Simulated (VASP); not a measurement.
# Ba2NF (R-3m) in VASP: a series of runs, part 2 of 2

VASP 6.6.1. Earlier steps stand in the parts before.

### Step 4. Single point, LDA (strain -0.080 along x and y, +0.080 along z)

Input file INCAR:

```
SYSTEM = Ba2NF
PREC = Accurate
ENCUT = 520
EDIFF = 1E-6
ISMEAR = 0
SIGMA = 0.05
LREAL = .FALSE.
LASPH = .TRUE.
NELM = 80
ALGO = Normal
ISIF = 2
LWAVE = .FALSE.
LCHARG = .FALSE.
GGA = CA
NBANDS = 24
```

Input file KPOINTS:

```
regular mesh
0
G
  9 9 9
  0 0 0
```

Input file POSCAR:

```
Ba2NF
1.0
    1.8499566304      1.0680729585      7.2091113912
   -1.8499566304      1.0680729585      7.2091113912
    0.0000000000     -2.1361459170      7.2091113912
Ba N F
2 1 1
Direct
    0.7576400200      0.7576400200      0.7576400200
    0.2423599800      0.2423599800      0.2423599800
    0.5000000000      0.5000000000      0.5000000000
    0.0000000000      0.0000000000      0.0000000000
```

Potentials or basis: VASP PAW LDA potentials, release 64 (Ba_sv, N, F).

Started as:

```
cat potpaw_LDA.64/Ba_sv/POTCAR potpaw_LDA.64/N/POTCAR potpaw_LDA.64/F/POTCAR > POTCAR
mpirun -np 1 vasp_std > vasp.out
```

OUTCAR:

```text
SYSTEM = Ba2NF
   PREC = Accurate
   ENCUT = 520
   EDIFF = 1E-6
   ISMEAR = 0
   LREAL = .FALSE.
   LASPH = .TRUE.
   NELM = 80
   ISIF = 2
   GGA = CA

 ion  position               nearest neighbor table
   1  0.758  0.758  0.758-   3 2.69   3 2.69   3 2.69   4 2.90   4 2.90   4 2.90   2 3.91   2 3.91
                             2 3.91   2 4.48   2 4.48   2 4.48
   2  0.242  0.242  0.242-   3 2.69   3 2.69   3 2.69   4 2.90   4 2.90   4 2.90   1 3.91   1 3.91
                             1 3.91   1 4.48   1 4.48   1 4.48
   3  0.500  0.500  0.500-   2 2.69   1 2.69   2 2.69   2 2.69   1 2.69   1 2.69
   4  0.000  0.000  0.000-   1 2.90   2 2.90   1 2.90   1 2.90   2 2.90   2 2.90

  LATTYP: Found a trigonal (rhomboedric) cell.
 ALAT       =     7.5189365225
 COS(alpha) =     0.8789289656

  Lattice vectors:

 A1 = (   1.8499566304,   1.0680729585,   7.2091113912)
 A2 = (  -1.8499566304,   1.0680729585,   7.2091113912)
 A3 = (   0.0000000000,  -2.1361459170,   7.2091113912)

Analysis of symmetry for initial positions (statically):
=====================================================================
 Subroutine PRICEL returns:
 Original cell was already a primitive cell.

 Routine SETGRP: Setting up the symmetry group for a
 trigonal (rhombohedral) supercell.

 Subroutine GETGRP returns: Found 12 space group operations
 (whereof 12 operations were pure point group operations)
 out of a pool of 12 trial point group operations.

The static configuration has the point symmetry D_3d.

Analysis of symmetry for dynamics (positions and initial velocities):
=====================================================================
 Subroutine PRICEL returns:
 Original cell was already a primitive cell.

 Routine SETGRP: Setting up the symmetry group for a
 trigonal (rhombohedral) supercell.

 Subroutine GETGRP returns: Found 12 space group operations
 (whereof 12 operations were pure point group operations)
 out of a pool of 12 trial point group operations.

The dynamic configuration has the point symmetry D_3d.

 Subroutine INISYM returns: Found 12 space group operations
 (whereof 12 operations are pure point group operations),
 and found     1 'primitive' translations

----------------------------------------------------------------------------------------

                                     Primitive cell

  volume of cell :      85.4664

  direct lattice vectors                    reciprocal lattice vectors
     1.849956630  1.068072958  7.209111391     0.270276606  0.156044271  0.046237784
    -1.849956630  1.068072958  7.209111391    -0.270276606  0.156044271  0.046237784
     0.000000000 -2.136145917  7.209111391     0.000000000 -0.312088543  0.046237784

  length of vectors
     7.518936523  7.518936523  7.518936523     0.315495152  0.315495152  0.315495153

  position of ions in fractional coordinates (direct lattice)
     0.757640020  0.757640020  0.757640020
     0.242359980  0.242359980  0.242359980
     0.500000000  0.500000000  0.500000000
     0.000000000  0.000000000  0.000000000

  ion indices of the primitive-cell ions
   primitive index   ion index
                 1           1
                 2           2
                 3           3
                 4           4

----------------------------------------------------------------------------------------
[... 27 lines left out ...]
  0.000000  0.000000  0.000000      1.000000
  0.111111  0.000000  0.000000      6.000000
  0.222222  0.000000  0.000000      6.000000
  0.333333 -0.000000  0.000000      6.000000
  0.444444  0.000000  0.000000      6.000000
  0.111111  0.111111  0.000000      6.000000
[... 16 lines left out ...]
 -0.333333  0.333333  0.000000      6.000000
  0.444444  0.444444  0.000000      6.000000
 [... further k-points ...]
   k-points           NKPTS =     85   k-points in BZ     NKDIM =     85   number of bands    NBANDS=     24
   number of dos      NEDOS =    301   number of ions     NIONS =      4
   total plane-waves  NPLWV = 175616
   dimension x,y,z NGX =    56 NGY =   56 NGZ =   56
   dimension x,y,z NGXF=   112 NGYF=  112 NGZF=  112
   ions per type =               2   1   1
   NGX,Y,Z   is equivalent  to a cutoff of  12.38, 12.38, 12.38 a.u.
   NGXF,Y,Z  is equivalent  to a cutoff of  24.76, 24.76, 24.76 a.u.
 SYSTEM =  Ba2NF
   PREC   = accura    normal or accurate (medium, high low for compatibility)
   ISTART =      0    job   : 0-new  1-cont  2-samecut
   ICHARG =      2    charge: 1-file 2-atom 10-const
   ISPIN  =      1    spin polarized calculation?
   LNONCOLLINEAR =      F non collinear calculations
   LSORBIT =      F    spin-orbit coupling
   LASPH  =      T    aspherical Exc in radial PAW
   ENCUT  =  520.0 eV  38.22 Ry    6.18 a.u.  13.98 13.98 13.98*2*pi/ulx,y,z
   NELM   =     80;   NELMIN=  2; NELMDL= -5     # of ELM steps
   EDIFF  = 0.1E-05   stopping-criterion for ELM
   LREAL  =      F    real-space projection
   EDIFFG = 0.1E-04   stopping-criterion for IOM
   NSW    =      0    number of steps for IOM
   IBRION =     -1    ionic relax: 0-MD 1-quasi-New 2-CG
   NFREE  =      0    steps in history (QN), initial steepest desc. (CG)
   ISIF   =      2    stress and relaxation
   ISYM   =      2    0-nonsym 1-usesym 2-fastsym
   POTIM  = 0.5000    time-step for ionic-motion
   TEBEG  =    0.0;   TEEND  =   0.0 temperature during run
   PSTRESS=    0.0 pullay stress
   NELECT =      32.0000    total number of electrons
   NUPDOWN=      -1.0000    fix difference up-down
   EMIN   =  10.00;   EMAX   =-10.00  energy-range for DOS
   EFERMI =   0.00;   METHOD = LEGACY
   ISMEAR =     0;   SIGMA  =   0.05  broadening in eV -4-tet -1-fermi 0-gaus
   EFERMI_NEDOS =   21; number of points for ismear=-14 and -15
   IALGO  =     38    algorithm
   IMIX   =      4    mixing-type and parameters
     AMIX     =   0.40;   BMIX     =  1.00
     AMIX_MAG =   1.60;   BMIX_MAG =  1.00
  volume/ion in A,a.u.               =      21.37       144.19
  Fermi-wavevector in a.u.,A,eV,Ry     =   1.179939  2.229762 18.942804  1.392257
  Thomas-Fermi vector in A             =   2.316241
   LORBIT       =      0    0 simple, 1 ext, 2 COOP (PROOUT), +10 PAW based schemes
   GGA     = CA    functional components
   LHFCALC =     F    Hartree Fock is set to
   AEXX    =    0.0000 exact exchange contribution
   IVDW    =     0    specifies the selected vdW correction
   LEPSILON=     F    determine dielectric tensor
   LRPA    =     F    only Hartree local field effects (RPA)
 non-spin polarized calculation
 Gauss-broadening in eV      SIGMA  =   0.05
  energy-cutoff  :      520.00
  volume of cell :       85.47
 maximum number of plane-waves:      2319
   NGX = 27   NGY = 27   NGZ = 27

 number of electron      32.0000004 magnetization

 Free energy of the ion-electron system (eV)
  ---------------------------------------------------
  ext. energy  EPLUGINS =         0.00000000
  ---------------------------------------------------
  free energy    TOTEN  =       -22.81696591 eV

  energy without entropy =      -22.81696591  energy(sigma->0) =      -22.81696591

 E-fermi :   2.9841     XC(G=0): -10.0290

 val. band max:        2.7442374985   @ k =  -0.3333   0.3333   0.3333
 cond. band min:       3.4185249826   @ k =  -0.4444  -0.4444   0.1111
 fundamental gap:      0.6742874842
 Fermi energy:         2.9840797191

 k-point     1 :       0.0000    0.0000    0.0000
  band No.  band energies     occupation
      1     -24.1794      2.00000
      2     -23.9899      2.00000
      3     -20.4354      2.00000
      4     -10.6844      2.00000
      5      -8.9103      2.00000
      6      -8.4997      2.00000
[... 637 lines left out ...]
     23      10.0015      0.00000
     24      10.1464      0.00000

 [... further k-points ...]

------------------------ aborting loop because EDIFF is reached ----------------------------------------

  FORCE on cell =-STRESS in cart. coord.  units (eV):
  Direction    XX          YY          ZZ          XY          YZ          ZX
  --------------------------------------------------------------------------------------
  -------------------------------------------------------------------------------------
  Total        2.4482690      2.4482690     -3.8205224      0.0000000     -0.0000000      0.0000000
  in kB       45.8959387     45.8959387    -71.6205873      0.0000000     -0.0000000      0.0000000
  external PRESSURE =       6.7237633 kB  Pullay stress =       0.0000000 kB

 VOLUME and BASIS-vectors are now :
 -----------------------------------------------------------------------------
  energy-cutoff  :      520.00
  volume of cell :       85.47
      direct lattice vectors                 reciprocal lattice vectors
     1.849956630  1.068072958  7.209111391     0.270276606  0.156044271  0.046237784
    -1.849956630  1.068072958  7.209111391    -0.270276606  0.156044271  0.046237784
     0.000000000 -2.136145917  7.209111391     0.000000000 -0.312088543  0.046237784

 POSITION                                       TOTAL-FORCE (eV/Angst)
 -----------------------------------------------------------------------------------
      0.00000      0.00000     16.38573         0.000000      0.000000      0.574388
      0.00000      0.00000      5.24160         0.000000     -0.000000     -0.574388
      0.00000      0.00000     10.81367         0.000000      0.000000      0.000000
      0.00000      0.00000      0.00000         0.000000      0.000000     -0.000000
 -----------------------------------------------------------------------------------
    total drift:                               -0.000000     -0.000000     -0.000000

  FREE ENERGIE OF THE ION-ELECTRON SYSTEM (eV)
  ---------------------------------------------------
  free  energy   TOTEN  =       -22.8169659057 eV

  energy  without entropy=      -22.8169659057  energy(sigma->0) =      -22.81696591
```

stdout:

```text
POSCAR found type information on POSCAR BaN F
 POSCAR found :  3 types and       4 ions
 scaLAPACK will be used
 LDA part: xc-table for (Slater(with rela. corr.)+CA(PZ))
 , standard interpolation
 POSCAR, INCAR and KPOINTS ok, starting setup
 FFT: planning ... GRIDC
 FFT: planning ... GRID_SOFT
 FFT: planning ... GRID
 WAVECAR not read
 entering main loop
```

It took 14 min on 1 thread of Intel Xeon 8259CL, shared host; peak memory 0.44 GiB.

Results:

- Free energy: -22.8170 eV
- Pressure: 0.7 GPa
- Largest force: 0.574 eV/Å
- Band gap on the k mesh: 0.67 eV (least direct gap 0.69 eV)

Forces in eV/Å, atoms in the order of the input:
```
Ba   0.000  0.000  0.574
Ba   0.000  0.000 -0.574
N    0.000  0.000  0.000
F    0.000  0.000  0.000
```

Stress tensor (GPa, compression positive):
```
 4.59  0.00  0.00
 0.00  4.59  0.00
 0.00  0.00 -7.16
```

Levels at points of the mesh, in eV from the valence-band top:
```
           k point  band 12  band 13  band 14  band 15  band 16  band 17  band 18  band 19  band 20  band 21
(0.00, 0.00, 0.00)    -5.07    -5.07    -1.17    -0.12    -0.12     1.73     2.48     3.74     3.86     3.86
```

Caveat: the cell differs from its parent crystal (strain -0.080 along x and y, +0.080 along z); spin-orbit coupling is left out, which moves the levels of the heavy elements; an odd mesh through Γ misses points on the zone boundary, where band edges can lie.

### Step 5. Single point, LDA (strain +0.000 along x and y, -0.080 along z)

Input file INCAR:

```
  ALGO = Normal
  EDIFF = 1E-7
  ENCUT = 520
  GGA = CA
  ISIF = 2
  ISMEAR = 0
  LASPH = T
  LCHARG = F
  LREAL = F
  LWAVE = F
  NBANDS = 24
  NELM = 100
  PREC = Accurate
  SIGMA = 0.05
```

Input file KPOINTS:

```
k-points
0
Gamma
  9 9 9
```

Input file POSCAR:

```
Ba2NF
1.0
    2.0108224243      1.1609488680      6.1410948888
   -2.0108224243      1.1609488680      6.1410948888
    0.0000000000     -2.3218977359      6.1410948888
Ba N F
2 1 1
Direct
    0.7576400200      0.7576400200      0.7576400200
    0.2423599800      0.2423599800      0.2423599800
    0.5000000000      0.5000000000      0.5000000000
    0.0000000000      0.0000000000      0.0000000000
```

Started as:

```
cat potpaw_LDA.64/Ba_sv/POTCAR potpaw_LDA.64/N/POTCAR potpaw_LDA.64/F/POTCAR > POTCAR
mpirun -np 1 vasp_std > vasp.out
```

Run time: 8.6 min. Hardware: 1 thread of Intel Xeon 8259CL, shared host; peak memory 0.4 GiB.

Results (log left out):

| Quantity | Value |
| --- | --- |
| Free energy | -23.0322 eV |
| Pressure | 1.6 GPa |
| Largest force | 0.717 eV/Å |
| Band gap on the k mesh | 0.63 eV (least direct gap 0.66 eV) |

Forces on the atoms (eV/Å):
```
Ba   0.000  0.000 -0.717
Ba   0.000  0.000  0.717
N    0.000  0.000  0.000
F    0.000  0.000  0.000
```

Stress tensor (GPa, compression positive):
```
0.14 0.00 0.00
0.00 0.14 0.00
0.00 0.00 4.40
```

Levels at points of the mesh, in eV from the valence-band top:
| k point | band 13 | band 14 | band 15 | band 16 | band 17 | band 18 | band 19 | band 20 |
| --- | --- | --- | --- | --- | --- | --- | --- | --- |
| (0.00, 0.00, 0.00) | -5.51 | -1.39 | -0.81 | -0.81 | 1.75 | 2.97 | 2.97 | 4.05 |

Caveat: the cell differs from its parent crystal (strain +0.000 along x and y, -0.080 along z); spin-orbit coupling is left out, which moves the levels of the heavy elements; an odd mesh through Γ misses points on the zone boundary, where band edges can lie.

### Step 6. Overview

```tsv
cell	gap on the mesh (eV)	pressure (GPa)	largest force (eV/Å)
a = 6.533 Å, angles 34.4°, 4 atoms	0.45	9.1	1.08
a = 7.263 Å, angles 29.5°, 4 atoms	0.76	4.2	0.08
a = 7.519 Å, angles 28.5°, 4 atoms	0.67	0.7	0.57
a = 6.565 Å, angles 35.7°, 4 atoms	0.63	1.6	0.72
```

Alike in all rows: task single point; level LDA; potentials or basis VASP PAW LDA potentials, release 64 (Ba_sv, N, F); no spin polarisation; k mesh 9 × 9 × 9; cutoff (eV) 520; smearing gaussian 0.05 eV.

Caveats: spin-orbit coupling is left out, which moves the levels of the heavy elements; an odd mesh through Γ misses points on the zone boundary, where band edges can lie; the cell stands under pressure (at least some runs); forces of over 1 eV/Å act on the atoms, so gaps and moduli don't describe the material at rest (at least some runs).

Total energies depend on the potentials used, so only differences within one code and one set of settings carry meaning.
